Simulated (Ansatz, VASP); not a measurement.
La2O3 in VASP and in Ansatz

Contents of POSCAR:

```
La2O3
1.0
    6.2667800000      0.0000000000      0.0000000000
   -3.1333900000      5.4271910000      0.0000000000
    0.0000000000      0.0000000000      3.2997660000
La O
2 3
Direct
    0.3333333333      0.6666666667      0.5000000000
    0.6666666667      0.3333333333      0.5000000000
    0.4919860000      0.4919860000      0.0075762948
    0.0000000000      0.5080140000      0.0000000000
    0.5080140000      0.0000000000      0.0000000000
```

File INCAR.step1:

```
SYSTEM = La2O3
  PREC = Accurate
  ENCUT = 520
  ISMEAR = 0
  SIGMA = 0.01
  LREAL = .False.
  LASPH = .True.
  NELM = 100
  NBANDS = 28
  GGA = PE
  ALGO = Normal
  EDIFF = 1E-4
  LWAVE = .True.
  LCHARG = .False.
```

Contents of INCAR.step2:

```
SYSTEM = La2O3
  PREC = Accurate
  ENCUT = 520
  EDIFF = 1E-6
  ISMEAR = 0
  SIGMA = 0.01
  LREAL = .False.
  LASPH = .True.
  NELM = 100
  ALGO = Normal
  ISIF = 2
  LWAVE = .False.
  LCHARG = .False.
  METAGGA = R2SCAN
  LMIXTAU = .True.
  NBANDS = 28
  ISTART = 1
```

The input KPOINTS:

```
regular mesh
0
Gamma
  6 6 6
  0 0 0
```

Input for Ansatz:

```yaml
crystal:
  lattice:
    - [6.26678, 0.0, 0.0]
    - [-3.13339, 5.427191, 0.0]
    - [0.0, 0.0, 3.299766]
  atoms:
    - { symbol: La, position: [0.3333333333333333, 0.6666666666666666, 0.5] }
    - { symbol: La, position: [0.6666666666666666, 0.3333333333333333, 0.5] }
    - { symbol: O, position: [0.491986, 0.491986, 0.007576294803934584] }
    - { symbol: O, position: [0.0, 0.508014, 0.0] }
    - { symbol: O, position: [0.508014, 0.0, 0.0] }
kpoints:
  mp_grid:
    grid: [6, 6, 6]
hamiltonian:
  xc: r2scan
scf:
  occupations:
    method: fixed
output:
  forces: true
```

Alike in both runs: task single point; functional r2SCAN; k mesh 6 × 6 × 6; no spin polarisation.

```csv
,VASP,Ansatz
version,VASP 6.6.1,Ansatz 0.2.0
potentials or method,"VASP PAW PBE potentials, release 64 (La, O)","plane waves, PAW"
plane-wave cutoff (eV),520,500
occupations,"gaussian, width 0.01 eV",fixed
valence electrons in the cell,40,40
```

VASP gave:

* rms of the force components (eV/Å): 0.032

Task: What did Ansatz give for the same quantities?

Result: rms of the force components (eV/Å): 0.031.

VASP's potentials were made for PBE, not for r2SCAN. Atom by atom the forces differ by 0.001 eV/Å (rms over components).

Neither program's run includes spin-orbit coupling.
